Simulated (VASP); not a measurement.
# Ta3N (R-3m) in VASP: a series of runs

The runs below take Ta3N through single point, with PBE.

Program: VASP 6.6.1. These are calculated values, not measurements. Logs are shortened: lines on timing, memory, paths and dates and some standing lists are left out, and cuts for length are marked.

## Step 1: The cell of the first run

Symmetry: R-3m, No. 166, trigonal system. Conventional cell: a = 3.074 Å, b = 3.074 Å, c = 22.011 Å, α = 90.00°, β = 90.00°, γ = 120.00°. Within 3.1 Å of Ta (site symmetry 3m) lie 3 N at 2.18 Å and 12 Ta at 2.99 to 3.09 Å. Within 3.9 Å of Ta (site symmetry -3m) lie 12 Ta at 2.99 to 3.07 Å. N (site symmetry -3m) has 6 Ta at 2.18 Å within 2.9 Å.

The cell was generated, and may not be a known phase.

## Step 2: Single point, PBE

Contents of INCAR:

```
SYSTEM = Ta3N
  PREC = Accurate
  ENCUT = 520
  EDIFF = 1E-6
  ISMEAR = 0
  SIGMA = 0.1
  LREAL = .False.
  LASPH = .True.
  NELM = 60
  ALGO = Normal
  ISIF = 2
  LWAVE = .False.
  LCHARG = .False.
  GGA = PE
  NBANDS = 27
```

Contents of KPOINTS:

```
regular mesh
0
Gamma
  6 6 6
  0 0 0
```

Contents of POSCAR:

```
Ta3N
1.0
    1.5371318320      0.8874634798      7.3370294503
   -1.5371318320      0.8874634798      7.3370294503
    0.0000000000     -1.7749269511      7.3370294513
Ta N
3 1
Direct
    0.7240937293      0.7240937293      0.7240937293
    0.2759062707      0.2759062707      0.2759062707
    0.5000000000      0.5000000000      0.5000000000
    0.0000000000      0.0000000000      0.0000000000
```

Potentials or basis: VASP PAW PBE potentials, release 64 (Ta_pv, N).

Run with:

```sh
$ cat potpaw_PBE.64/Ta_pv/POTCAR potpaw_PBE.64/N/POTCAR > POTCAR
$ mpirun -np 1 vasp_std > vasp.out
```

OUTCAR:

```text
SYSTEM = Ta3N
   PREC = Accurate
   ENCUT = 520
   EDIFF = 1E-6
   ISMEAR = 0
   LREAL = .False.
   LASPH = .True.
   NELM = 60
   ISIF = 2
   GGA = PE

 ion  position               nearest neighbor table
   1  0.724  0.724  0.724-   4 2.18   4 2.18   4 2.18   3 2.99   3 2.99   3 2.99   2 3.09   2 3.09
                             2 3.09
   2  0.276  0.276  0.276-   4 2.18   4 2.18   4 2.18   3 2.99   3 2.99   3 2.99   1 3.09   1 3.09
                             1 3.09
   3  0.500  0.500  0.500-   2 2.99   1 2.99   2 2.99   2 2.99   1 2.99   1 2.99
   4  0.000  0.000  0.000-   1 2.18   2 2.18   1 2.18   1 2.18   2 2.18   2 2.18

  LATTYP: Found a trigonal (rhomboedric) cell.
 ALAT       =     7.5486665612
 COS(alpha) =     0.9170699850

  Lattice vectors:

 A1 = (   1.5371318320,   0.8874634798,   7.3370294503)
 A2 = (  -1.5371318320,   0.8874634798,   7.3370294503)
 A3 = (   0.0000000000,  -1.7749269511,   7.3370294513)

Analysis of symmetry for initial positions (statically):
=====================================================================
 Subroutine PRICEL returns:
 Original cell was already a primitive cell.

 Routine SETGRP: Setting up the symmetry group for a
 trigonal (rhombohedral) supercell.

 Subroutine GETGRP returns: Found 12 space group operations
 (whereof 12 operations were pure point group operations)
 out of a pool of 12 trial point group operations.

The static configuration has the point symmetry D_3d.

Analysis of symmetry for dynamics (positions and initial velocities):
=====================================================================
 Subroutine PRICEL returns:
 Original cell was already a primitive cell.

 Routine SETGRP: Setting up the symmetry group for a
 trigonal (rhombohedral) supercell.

 Subroutine GETGRP returns: Found 12 space group operations
 (whereof 12 operations were pure point group operations)
 out of a pool of 12 trial point group operations.

The dynamic configuration has the point symmetry D_3d.

 Subroutine INISYM returns: Found 12 space group operations
 (whereof 12 operations are pure point group operations),
 and found     1 'primitive' translations

----------------------------------------------------------------------------------------

                                     Primitive cell

  volume of cell :      60.0528

[... 90 lines left out ...]
   ENCUT  =  520.0 eV  38.22 Ry    6.18 a.u.  14.04 14.04 14.04*2*pi/ulx,y,z
   NELM   =     60;   NELMIN=  2; NELMDL= -5     # of ELM steps
   EDIFF  = 0.1E-05   stopping-criterion for ELM
   LREAL  =      F    real-space projection
   EDIFFG = 0.1E-04   stopping-criterion for IOM
   NSW    =      0    number of steps for IOM
   IBRION =     -1    ionic relax: 0-MD 1-quasi-New 2-CG
   NFREE  =      0    steps in history (QN), initial steepest desc. (CG)
   ISIF   =      2    stress and relaxation
   ISYM   =      2    0-nonsym 1-usesym 2-fastsym
   POTIM  = 0.5000    time-step for ionic-motion
   TEBEG  =    0.0;   TEEND  =   0.0 temperature during run
   PSTRESS=    0.0 pullay stress
   NELECT =      38.0000    total number of electrons
   NUPDOWN=      -1.0000    fix difference up-down
   EMIN   =  10.00;   EMAX   =-10.00  energy-range for DOS
   EFERMI =   0.00;   METHOD = LEGACY
   ISMEAR =     0;   SIGMA  =   0.10  broadening in eV -4-tet -1-fermi 0-gaus
   EFERMI_NEDOS =   21; number of points for ismear=-14 and -15
   IALGO  =     38    algorithm
   IMIX   =      4    mixing-type and parameters
     AMIX     =   0.40;   BMIX     =  1.00
     AMIX_MAG =   1.60;   BMIX_MAG =  1.00
  volume/ion in A,a.u.               =      15.01       101.31
  Fermi-wavevector in a.u.,A,eV,Ry     =   1.405481  2.655974 26.876635  1.975377
  Thomas-Fermi vector in A             =   2.527938
   LORBIT       =      0    0 simple, 1 ext, 2 COOP (PROOUT), +10 PAW based schemes
   GGA     = PE    functional components
   LHFCALC =     F    Hartree Fock is set to
   AEXX    =    0.0000 exact exchange contribution
   IVDW    =     0    specifies the selected vdW correction
   LEPSILON=     F    determine dielectric tensor
   LRPA    =     F    only Hartree local field effects (RPA)
 non-spin polarized calculation
 Gauss-broadening in eV      SIGMA  =   0.10
  energy-cutoff  :      520.00
  volume of cell :       60.05
 maximum number of plane-waves:      1630
   NGX = 29   NGY = 29   NGZ = 29

 number of electron      37.9999999 magnetization

 Free energy of the ion-electron system (eV)
  ---------------------------------------------------
  ext. energy  EPLUGINS =         0.00000000
  ---------------------------------------------------
  free energy    TOTEN  =       -46.04022153 eV

  energy without entropy =      -46.02866745  energy(sigma->0) =      -46.03444449

 E-fermi :   6.6863     XC(G=0): -12.6772

 val. band max:        6.6851077372   @ k =   0.1667  -0.0000   0.0000
 cond. band min:       6.7251017114   @ k =   0.5000   0.5000   0.3333
 fundamental gap:      0.0399939742
 Fermi energy:         6.6862675390

 k-point     1 :       0.0000    0.0000    0.0000
  band No.  band energies     occupation
      1     -28.6560      2.00000
      2     -28.3185      2.00000
      3     -28.0868      2.00000
      4     -28.0868      2.00000
      5     -28.0457      2.00000
      6     -28.0457      2.00000
[... 709 lines left out ...]
     26      11.0183      0.00000
     27      11.8828      0.00000

 [... further k-points ...]

------------------------ aborting loop because EDIFF is reached ----------------------------------------

  FORCE on cell =-STRESS in cart. coord.  units (eV):
  Direction    XX          YY          ZZ          XY          YZ          ZX
  --------------------------------------------------------------------------------------
  -------------------------------------------------------------------------------------
  Total        0.1161130      0.1161130      0.0651835      0.0000000     -0.0000000      0.0000000
  in kB        3.0978354      3.0978354      1.7390621      0.0000000     -0.0000000      0.0000000
  external PRESSURE =       2.6449110 kB  Pullay stress =       0.0000000 kB

 VOLUME and BASIS-vectors are now :
 -----------------------------------------------------------------------------
  energy-cutoff  :      520.00
  volume of cell :       60.05
      direct lattice vectors                 reciprocal lattice vectors
     1.537131832  0.887463480  7.337029450     0.325281143  0.187801156  0.045431647
    -1.537131832  0.887463480  7.337029450    -0.325281143  0.187801156  0.045431647
     0.000000000 -1.774926951  7.337029451     0.000000000 -0.375602311  0.045431647

 POSITION                                       TOTAL-FORCE (eV/Angst)
 -----------------------------------------------------------------------------------
      0.00000      0.00000     15.93809         0.000000      0.000000      0.051978
      0.00000      0.00000      6.07300         0.000000     -0.000000     -0.051978
      0.00000      0.00000     11.00554         0.000000      0.000000      0.000000
      0.00000      0.00000      0.00000        -0.000000      0.000000      0.000000
 -----------------------------------------------------------------------------------
    total drift:                                0.000000      0.000000      0.000000

  FREE ENERGIE OF THE ION-ELECTRON SYSTEM (eV)
  ---------------------------------------------------
  free  energy   TOTEN  =       -46.0402215340 eV

  energy  without entropy=      -46.0286674535  energy(sigma->0) =      -46.03444449
```

OSZICAR:

```text
N       E                     dE             d eps       ncg     rms          rms(c)
DAV:   1     0.340364156138E+03    0.34036E+03   -0.21055E+04  1736   0.147E+03
DAV:   2    -0.334795720419E+02   -0.37384E+03   -0.36529E+03  1972   0.427E+02
DAV:   3    -0.497696297315E+02   -0.16290E+02   -0.15989E+02  2196   0.816E+01
DAV:   4    -0.500281211429E+02   -0.25849E+00   -0.25739E+00  2173   0.100E+01
DAV:   5    -0.500315891269E+02   -0.34680E-02   -0.34635E-02  2285   0.104E+00    0.290E+01
DAV:   6    -0.464970957366E+02    0.35345E+01   -0.14774E+01  2240   0.234E+01    0.136E+01
DAV:   7    -0.461100554808E+02    0.38704E+00   -0.20051E+00  2097   0.869E+00    0.583E+00
DAV:   8    -0.460839897605E+02    0.26066E-01   -0.83921E-01  2250   0.470E+00    0.132E+00
DAV:   9    -0.460431686507E+02    0.40821E-01   -0.31468E-01  2177   0.351E+00    0.588E-01
DAV:  10    -0.460407265066E+02    0.24421E-02   -0.29936E-02  2218   0.943E-01    0.221E-01
DAV:  11    -0.460402498656E+02    0.47664E-03   -0.42564E-03  2263   0.388E-01    0.693E-02
DAV:  12    -0.460402252286E+02    0.24637E-04   -0.42194E-04  2205   0.133E-01    0.274E-02
DAV:  13    -0.460402225661E+02    0.26625E-05   -0.30836E-05  2186   0.377E-02    0.894E-03
DAV:  14    -0.460402213819E+02    0.11842E-05   -0.22854E-06  1474   0.114E-02    0.188E-03
DAV:  15    -0.460402215340E+02   -0.15207E-06   -0.17476E-07  1122   0.305E-03
   1 F= -.46040222E+02 E0= -.46034444E+02  d E =-.115541E-01
```

Run time: 2.3 min. Hardware: 1 thread of Intel Xeon 6975P-C (Granite Rapids), shared host; peak memory 0.41 GiB.

Results:

| Quantity | Value |
| --- | --- |
| Free energy | -46.0402 eV |
| Pressure | 0.3 GPa |
| Largest force | 0.052 eV/Å |
| Band gap on the k mesh | zero (bands 19 and 20 overlap by 0.34 eV) |

Forces in eV/Å, atoms in the order of the input:
```
Ta   0.000  0.000  0.052
Ta   0.000  0.000 -0.052
Ta   0.000  0.000  0.000
N    0.000  0.000  0.000
```

Levels at points of the mesh, in eV from the Fermi level:
| k point | band 16 | band 17 | band 18 | band 19 | band 20 | band 21 | band 22 | band 23 |
| --- | --- | --- | --- | --- | --- | --- | --- | --- |
| (0.00, 0.00, 0.00) | -1.27 | -0.68 | -0.68 | -0.22 | 0.19 | 0.19 | 0.98 | 1.71 |
| (0.50, 0.00, 0.00) | -2.60 | -1.40 | -1.23 | -0.25 | 1.06 | 1.31 | 2.27 | 3.77 |
| (0.50, 0.50, 0.00) | -2.97 | -1.06 | -0.99 | 0.21 | 0.44 | 0.63 | 3.08 | 4.33 |
| (0.50, 0.50, 0.50) | -1.30 | -1.05 | -0.45 | -0.45 | 0.33 | 0.33 | 1.39 | 1.39 |

Caveat: the k points lie up to 0.40 Å⁻¹ apart; spin-orbit coupling is left out, which moves the levels of the heavy elements.

[end of part 1 of 2]

The gap in the log of VASP goes by the Fermi energy; the results here count the filled bands.